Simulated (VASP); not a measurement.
Ta2N: single point with PBE

Crystal: Ta2N.

```xyz
3
Lattice="3.1129 0.0000 0.0000 -1.5564 2.6958 0.0000 0.0000 0.0000 4.8698" Properties=species:S:1:pos:R:3 pbc="T T T"
Ta    1.5564    0.8986    3.6294
Ta    0.0000    1.7972    1.2404
N     0.0000    0.0000    0.0000
```

- Program: VASP 6.6.1
- Task: single point
- Functional: PBE
- Potentials or basis: VASP PAW PBE potentials, release 64 (Ta_pv, N)
- Cutoff: 600 eV
- k mesh: 5 × 6 × 1
- Occupations: gaussian, width 0.1 eV
- Spin: no spin polarisation

```yaml
Pressure: -1.9 GPa
Largest_force: 0.657 eV/Å
```

Forces on the atoms (eV/Å):
```
Ta  -0.041 -0.095  0.649
Ta   0.041  0.095 -0.649
N    0.000  0.000  0.000
```

Stress tensor (GPa, compression positive):
```
 11.16   0.09  -0.45
  0.09  12.95  -1.13
 -0.45  -1.13 -29.77
```

Levels at points of the mesh, in eV from the Fermi level:
```csv
k point,band 11,band 12,band 13,band 14,band 15,band 16
"(0.00, 0.00, 0.00)",-5.41,-1.05,-0.67,-0.67,-0.13,-0.12
"(0.00, 0.50, 0.00)",-4.97,-3.05,-1.81,1.34,1.48,3.31
```

Wall time 25 s on 1 thread of AMD EPYC 7R43 64-Core Processor (Zen 3), with other jobs on the host, peak memory 0.15 GiB.

Caveat: the k points lie up to 1.29 Å⁻¹ apart; spin-orbit coupling is left out, which moves the levels of the heavy elements.
